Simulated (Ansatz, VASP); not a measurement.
# One calculation of Ge, two programs

```
CELL_PARAMETERS angstrom
3.92100 0.00000 0.00000
-1.96050 3.39569 0.00000
0.00000 0.00000 28.00000
ATOMIC_POSITIONS crystal
Ge 0.33333 0.66667 0.50520
Ge 0.66667 0.33333 0.49480
```

Alike in both runs: task single point; functional PBE; k mesh 12 × 12 × 1; occupations gaussian, width 0.1 eV; no spin polarisation.

```csv
,VASP,Ansatz
version,VASP 6.6.1,Ansatz 0.2.0
potentials or method,"VASP PAW PBE potentials, release 64 (Ge_d), cutoff 520 eV","scalar-relativistic, plane waves, PAW"
valence electrons in the cell,28,28
```

VASP gave:

* gap on the k mesh at the Fermi level (eV): none
* rms of the force components (eV/Å): 0.401

Problem. Estimate Ansatz's values.

Solution. gap on the k mesh at the Fermi level (eV): none; rms of the force components (eV/Å): 0.405.

Atom by atom the forces differ by 0.005 eV/Å (rms over components). A gap of «none» marks a metal or a gap that the smearing closes. The functional is the same, so the differences come from potentials, cutoffs and numerics.
